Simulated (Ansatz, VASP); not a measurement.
P: VASP beside Ansatz

```
P
1.0
     3.45176    0.00000    0.00000
     0.00000   36.43180    0.00000
     0.00000    0.00000    4.84354
P
4
Direct
  0.00000 0.97171 0.59760
  0.00000 0.02829 0.40240
  0.50000 0.02829 0.09760
  0.50000 0.97171 0.90240
```

Change from the starting cell: equal strain along all axes, cell held, atoms relaxed: +4.5 %.

Alike in both runs: functional PBE; k mesh 8 × 1 × 6; occupations gaussian, width 0.02 eV; no spin polarisation.

Ansatz relaxed the structure, and its values are those at the end. VASP's run is a single point on that final structure, the one shown.

|  | VASP | Ansatz |
| --- | --- | --- |
| version | VASP 6.6.1 | Ansatz 0.2.0 |
| potentials or method | VASP PAW PBE potentials, release 64 (P), cutoff 520 eV | scalar-relativistic, plane waves, PAW |
| valence electrons in the cell | 20 | 20 |

|  | VASP | Ansatz | Ansatz less VASP |
| --- | --- | --- | --- |
| gap on the k mesh at the Fermi level (eV) | 1.16 | 1.12 | -0.033 |
| least direct gap on the mesh (eV) | 1.16 | 1.12 | -0.033 |
| rms of the force components (eV/Å) | 0.023 | 0.001 | -0.0218 |

The functional is the same, so the differences come from potentials, cutoffs and numerics. Ansatz's warnings: stress scf threshold loose.
